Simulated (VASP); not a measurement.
# Li (I4/mmm) in VASP: further runs, part 2 of 2

VASP 6.6.1. Earlier steps stand in the parts before.

## 4. Single point, PBE+D3(BJ)

This run uses another cell than the first one, of the same volume but with other edges.

INCAR

```
SYSTEM = Li
  ALGO = Normal
  EDIFF = 1E-7
  ENCUT = 520
  GGA = PE
  ISIF = 2
  ISMEAR = 0
  IVDW = 12
  LASPH = .TRUE.
  LCHARG = .FALSE.
  LREAL = .FALSE.
  LWAVE = .FALSE.
  NBANDS = 8
  NELM = 80
  PREC = Accurate
  SIGMA = 0.15
```

KPOINTS

```
k-points
0
G
  20 20 20
  0 0 0
```

POSCAR

```
Li
1.0
    0.0000000000      2.0721613356      2.4865936027
    2.0721613356      0.0000000000      2.4865936027
    2.0721613356      2.0721613356      0.0000000000
Li
1
Direct
    0.0000000000      0.0000000000      0.0000000000
```

Potentials or basis: VASP PAW PBE potentials, release 64 (Li_sv).

The run is started by

```
cat potpaw_PBE.64/Li_sv/POTCAR > POTCAR
mpirun -np 1 vasp_std > vasp.out
```

OUTCAR:

```text
SYSTEM = Li
   EDIFF = 1E-7
   ENCUT = 520
   GGA = PE
   ISIF = 2
   ISMEAR = 0
   IVDW = 12
   LASPH = .TRUE.
   LREAL = .FALSE.
   NELM = 80
   PREC = Accurate
 IVDW          = 12

 ion  position               nearest neighbor table
   1  0.000  0.000  0.000-

  LATTYP: Found a body centered tetragonal cell.
 ALAT       =     2.9304786642
 C/A-ratio  =     1.6970562748

  Lattice vectors:

 A1 = (  -2.0721613356,   0.0000000000,   2.4865936027)
 A2 = (   2.0721613356,   0.0000000000,   2.4865936027)
 A3 = (   0.0000000000,   2.0721613356,  -2.4865936027)

Analysis of symmetry for initial positions (statically):
=====================================================================
 Subroutine PRICEL returns:
 Original cell was already a primitive cell.

 Routine SETGRP: Setting up the symmetry group for a
 body centered tetragonal supercell.

 Subroutine GETGRP returns: Found 16 space group operations
 (whereof 16 operations were pure point group operations)
 out of a pool of 16 trial point group operations.

The static configuration has the point symmetry D_4h.

Analysis of symmetry for dynamics (positions and initial velocities):
=====================================================================
 Subroutine PRICEL returns:
 Original cell was already a primitive cell.

 Routine SETGRP: Setting up the symmetry group for a
 body centered tetragonal supercell.

 Subroutine GETGRP returns: Found 16 space group operations
 (whereof 16 operations were pure point group operations)
 out of a pool of 16 trial point group operations.

The dynamic configuration has the point symmetry D_4h.

 Subroutine INISYM returns: Found 16 space group operations
 (whereof 16 operations are pure point group operations),
 and found     1 'primitive' translations

----------------------------------------------------------------------------------------

                                     Primitive cell

  volume of cell :      21.3541

  direct lattice vectors                    reciprocal lattice vectors
     0.000000000  2.072161336  2.486593603    -0.241293953  0.241293953  0.201078294
     2.072161336  0.000000000  2.486593603     0.241293953 -0.241293953  0.201078294
     2.072161336  2.072161336  0.000000000     0.241293953  0.241293953 -0.201078294

  length of vectors
     3.236819480  3.236819480  2.930478664     0.396078305  0.396078305  0.396078305

  position of ions in fractional coordinates (direct lattice)
     0.000000000  0.000000000  0.000000000

  ion indices of the primitive-cell ions
   primitive index   ion index
                 1           1

----------------------------------------------------------------------------------------

 KPOINTS: k-points

Automatic generation of k-mesh.
 Grid dimensions read from file:
 generate k-points for:   20   20   20

 Generating k-lattice:

  Cartesian coordinates                     Fractional coordinates (reciprocal lattice)
    -0.012064698  0.012064698  0.010053915     0.050000000  0.000000000  0.000000000
     0.012064698 -0.012064698  0.010053915     0.000000000  0.050000000  0.000000000
     0.012064698  0.012064698 -0.010053915     0.000000000  0.000000000  0.050000000

  Length of vectors
     0.019803915  0.019803915  0.019803915

  Shift w.r.t. Gamma in fractional coordinates (k-lattice)
     0.000000000  0.000000000  0.000000000

 Subroutine IBZKPT returns following result:
 ===========================================

 Found    641 irreducible k-points:

 Following reciprocal coordinates:
            Coordinates               Weight
  0.000000  0.000000  0.000000      1.000000
  0.050000  0.000000  0.000000      8.000000
  0.100000  0.000000  0.000000      8.000000
  0.150000  0.000000  0.000000      8.000000
  0.200000  0.000000  0.000000      8.000000
  0.250000  0.000000  0.000000      8.000000
[... 16 lines left out ...]
 -0.400000  0.050000  0.000000      8.000000
 -0.350000  0.050000  0.000000      8.000000
 [... further k-points ...]
   k-points           NKPTS =    641   k-points in BZ     NKDIM =    641   number of bands    NBANDS=      8
   number of dos      NEDOS =    301   number of ions     NIONS =      1
   total plane-waves  NPLWV =  13824
   dimension x,y,z NGX =    24 NGY =   24 NGZ =   24
   dimension x,y,z NGXF=    48 NGYF=   48 NGZF=   48
   ions per type =               1
   NGX,Y,Z   is equivalent  to a cutoff of  12.33, 12.33, 13.62 a.u.
   NGXF,Y,Z  is equivalent  to a cutoff of  24.65, 24.65, 27.23 a.u.
 SYSTEM =  Li
   PREC   = accura    normal or accurate (medium, high low for compatibility)
   ISTART =      0    job   : 0-new  1-cont  2-samecut
   ICHARG =      2    charge: 1-file 2-atom 10-const
   ISPIN  =      1    spin polarized calculation?
   LNONCOLLINEAR =      F non collinear calculations
   LSORBIT =      F    spin-orbit coupling
   LASPH  =      T    aspherical Exc in radial PAW
   ENCUT  =  520.0 eV  38.22 Ry    6.18 a.u.   6.02  6.02  5.45*2*pi/ulx,y,z
   NELM   =     80;   NELMIN=  2; NELMDL= -5     # of ELM steps
   EDIFF  = 0.1E-06   stopping-criterion for ELM
   LREAL  =      F    real-space projection
   EDIFFG = 0.1E-05   stopping-criterion for IOM
   NSW    =      0    number of steps for IOM
   IBRION =     -1    ionic relax: 0-MD 1-quasi-New 2-CG
   NFREE  =      0    steps in history (QN), initial steepest desc. (CG)
   ISIF   =      2    stress and relaxation
   ISYM   =      2    0-nonsym 1-usesym 2-fastsym
   POTIM  = 0.5000    time-step for ionic-motion
   TEBEG  =    0.0;   TEEND  =   0.0 temperature during run
   PSTRESS=    0.0 pullay stress
   NELECT =       3.0000    total number of electrons
   NUPDOWN=      -1.0000    fix difference up-down
   EMIN   =  10.00;   EMAX   =-10.00  energy-range for DOS
   EFERMI =   0.00;   METHOD = LEGACY
   ISMEAR =     0;   SIGMA  =   0.15  broadening in eV -4-tet -1-fermi 0-gaus
   EFERMI_NEDOS =   21; number of points for ismear=-14 and -15
   IALGO  =     38    algorithm
   IMIX   =      4    mixing-type and parameters
     AMIX     =   0.40;   BMIX     =  1.00
     AMIX_MAG =   1.60;   BMIX_MAG =  1.00
  volume/ion in A,a.u.               =      21.35       144.10
  Fermi-wavevector in a.u.,A,eV,Ry     =   0.851049  1.608250  9.854489  0.724285
  Thomas-Fermi vector in A             =   1.967122
   LORBIT       =      0    0 simple, 1 ext, 2 COOP (PROOUT), +10 PAW based schemes
   GGA     = PE    functional components
   LHFCALC =     F    Hartree Fock is set to
   AEXX    =    0.0000 exact exchange contribution
   IVDW    =    12    specifies the selected vdW correction
   LEPSILON=     F    determine dielectric tensor
   LRPA    =     F    only Hartree local field effects (RPA)
 non-spin polarized calculation
 Gauss-broadening in eV      SIGMA  =   0.15
  energy-cutoff  :      520.00
  volume of cell :       21.35
 maximum number of plane-waves:       591
   NGX = 11   NGY = 11   NGZ = 11

 number of electron       3.0000001 magnetization

 Free energy of the ion-electron system (eV)
  ---------------------------------------------------
  ext. energy  EPLUGINS =         0.00000000
  ---------------------------------------------------
  free energy    TOTEN  =        -1.89642584 eV

  energy without entropy =       -1.89011250  energy(sigma->0) =       -1.89326917

 E-fermi :   0.4751     XC(G=0):  -6.9185

 val. band max:        0.4677304880   @ k =   0.4500   0.1000   0.3500
 cond. band min:       0.4846876667   @ k =   0.5000   0.3500   0.0000
 fundamental gap:      0.0169571786
 Fermi energy:         0.4751256297

 k-point     1 :       0.0000    0.0000    0.0000
  band No.  band energies     occupation
      1     -46.1559      2.00000
      2      -3.0068      2.00000
      3      13.9555      0.00000
      4      14.4300      0.00000
      5      14.4300      0.00000
      6      18.0015      0.00000
      7      18.6979      0.00000
      8      18.6980      0.00000
[... 243 lines left out ...]
 k-point    24 :      -0.3500    0.0500    0.0000
  band No.  band energies     occupation
      1     -46.1420      2.00000
      2      -0.5440      2.00000
      3       5.1354      0.00000
      4      10.4430      0.00000
      5      14.4930      0.00000
      6      15.2764      0.00000
      7      18.6774      0.00000
      8      19.0256      0.00000

 [... further k-points ...]

------------------------ aborting loop because EDIFF is reached ----------------------------------------

 Edisp (eV)   -0.16078

 E8    (eV) :    -0.0671

  FORCE on cell =-STRESS in cart. coord.  units (eV):
  Direction    XX          YY          ZZ          XY          YZ          ZX
  --------------------------------------------------------------------------------------
  -------------------------------------------------------------------------------------
  Total      -0.18777    -0.18777    -0.39369     0.00000     0.00000    -0.00000
  in kB     -14.08839   -14.08839   -29.53811     0.00000     0.00000    -0.00000
  external pressure =      -19.24 kB  Pullay stress =        0.00 kB

 VOLUME and BASIS-vectors are now :
 -----------------------------------------------------------------------------
  energy-cutoff  :      520.00
  volume of cell :       21.35
      direct lattice vectors                 reciprocal lattice vectors
     0.000000000  2.072161336  2.486593603    -0.241293953  0.241293953  0.201078294
     2.072161336  0.000000000  2.486593603     0.241293953 -0.241293953  0.201078294
     2.072161336  2.072161336  0.000000000     0.241293953  0.241293953 -0.201078294

 POSITION                                       TOTAL-FORCE (eV/Angst)
 -----------------------------------------------------------------------------------
      0.00000      0.00000      0.00000         0.000000      0.000000      0.000000
 -----------------------------------------------------------------------------------
    total drift:                                0.000000      0.000000     -0.000000

  FREE ENERGIE OF THE ION-ELECTRON SYSTEM (eV)
  ---------------------------------------------------
  free  energy   TOTEN  =        -2.0572012185 eV

  energy  without entropy=       -2.0508878761  energy(sigma->0) =       -2.05404455
```

stdout:

```text
POSCAR found type information on POSCAR Li
 POSCAR found :  1 types and       1 ions
 scaLAPACK will be used
 LDA part: xc-table for (Slater+PW92), standard interpolation
 POSCAR, INCAR and KPOINTS ok, starting setup
 FFT: planning ... GRIDC
 FFT: planning ... GRID_SOFT
 FFT: planning ... GRID
 WAVECAR not read
 entering main loop
```

It took 27 s on 1 thread of Intel Xeon 6975P-C (Granite Rapids), shared host; peak memory 0.2 GiB.

Results:

| Quantity | Value |
| --- | --- |
| Free energy | -2.0572 eV |
| Dispersion energy per atom | -0.161 eV |

Caveat: the cutoff is under 1.25 times the usual one of these potentials, so pressure, stress and relaxed cells hold a basis-set (Pulay) error; pairwise dispersion overbinds metals, which lowers pressure and volume.

## 5. Single point, PBE+D3(BJ)

This run uses another cell than the first one, of the same volume but with other edges.

INCAR

```
SYSTEM = Li
ALGO = Normal
EDIFF = 1E-7
ENCUT = 520
GGA = PE
ISIF = 2
ISMEAR = 0
IVDW = 12
LASPH = .TRUE.
LCHARG = .TRUE.
LELF = .TRUE.
LREAL = .FALSE.
LVHAR = .TRUE.
LWAVE = .FALSE.
NBANDS = 8
NELM = 80
PREC = Accurate
SIGMA = 0.15
```

KPOINTS is that of step 4.

POSCAR

```
Li
1.0
    0.0000000000      2.3921355233      1.8658657082
    2.3921355233      0.0000000000      1.8658657082
    2.3921355233      2.3921355233      0.0000000000
Li
1
Direct
    0.0000000000      0.0000000000      0.0000000000
```

The run is started by

```
cat potpaw_PBE.64/Li_sv/POTCAR > POTCAR
mpirun -np 1 vasp_std > vasp.out
```

Wall time 41 s (1 thread of Intel Xeon 6975P-C (Granite Rapids), shared host); peak memory 0.2 GiB.

Results (log left out):

```
Free energy                : -2.0661 eV
Dispersion energy per atom : -0.161 eV
```

Levels at points of the mesh, in eV from the Fermi level:
```
           k point  band 1  band 2  band 3  band 4  band 5
(0.00, 0.00, 0.00)  -46.63   -3.50   13.81   14.09   14.09
(0.50, 0.00, 0.00)  -46.61    0.13    2.92   10.47   12.00
(0.50, 0.50, 0.00)  -46.60    4.03    6.05    6.05    6.76
(0.50, 0.00, 0.50)  -46.61    0.56    3.48    9.23   10.31
```

Caveat: the cutoff is under 1.25 times the usual one of these potentials, so pressure, stress and relaxed cells hold a basis-set (Pulay) error; pairwise dispersion overbinds metals, which lowers pressure and volume.

## 6. Single point, PBE+D3(BJ)

This run uses another cell than the first one, of the same volume but with other edges.

INCAR

```
  ALGO = Normal
  EDIFF = 1E-7
  ENCUT = 520
  GGA = PE
  ISIF = 2
  ISMEAR = 0
  IVDW = 12
  LASPH = True
  LCHARG = False
  LREAL = False
  LWAVE = False
  NBANDS = 8
  NELM = 100
  PREC = Accurate
  SIGMA = 0.15
```

KPOINTS

```
k-points
0
Gamma
  20 20 20
```

POSCAR

```
Li
1.0
    0.0000000000      2.0176052402      2.6228868123
    2.0176052402      0.0000000000      2.6228868123
    2.0176052402      2.0176052402      0.0000000000
Li
1
Direct
    0.0000000000      0.0000000000      0.0000000000
```

Potentials or basis: VASP PAW PBE potentials, release 64 (Li_sv).

The run is started by

```
cat potpaw_PBE.64/Li_sv/POTCAR > POTCAR
mpirun -np 1 vasp_std > vasp.out
```

It took 50 s on 1 thread of Intel Xeon 6975P-C (Granite Rapids), shared host; peak memory 0.21 GiB.

The run converged. Its results:

| Item | Value |
| --- | --- |
| Free energy | -2.0425 eV |
| Dispersion energy per atom | -0.161 eV |

Levels at points of the mesh, in eV from the Fermi level:
```csv
k point,band 1,band 2,band 3,band 4,band 5
"(0.00, 0.00, 0.00)",-46.66,-3.47,12.60,14.13,14.13
"(0.50, 0.00, 0.00)",-46.64,0.12,2.95,9.26,13.05
"(0.50, 0.50, 0.00)",-46.65,-0.20,2.42,10.74,10.74
"(0.50, 0.00, 0.50)",-46.63,2.68,5.73,6.76,8.12
```

Caveat: the cutoff is under 1.25 times the usual one of these potentials, so pressure, stress and relaxed cells hold a basis-set (Pulay) error; pairwise dispersion overbinds metals, which lowers pressure and volume.

## 7. The runs side by side

```tsv
cell	gap on the mesh (eV)
a = 3.398, b = 3.398, c = 2.774 Å, angles 65.9, 65.9, 48.2°, 1 atom	none
a = 3.051, b = 3.051, c = 3.287 Å, angles 57.4, 57.4, 65.2°, 1 atom	none
a = 3.237, b = 3.237, c = 2.930 Å, angles 63.1, 63.1, 53.8°, 1 atom	none
a = 3.034, b = 3.034, c = 3.383 Å, angles 56.1, 56.1, 67.8°, 1 atom	none
a = 3.309, b = 3.309, c = 2.853 Å, angles 64.5, 64.5, 51.1°, 1 atom	none
```

Alike in all rows: task single point; level PBE+D3(BJ); potentials or basis VASP PAW PBE potentials, release 64 (Li_sv); no spin polarisation; k mesh 20 × 20 × 20; cutoff (eV) 520; smearing gaussian 0.15 eV.

Caveats: the cutoff is under 1.25 times the usual one of these potentials, so pressure, stress and relaxed cells hold a basis-set (Pulay) error; pairwise dispersion overbinds metals, which lowers pressure and volume.

Absolute energies hang on the potentials; compare differences alone.
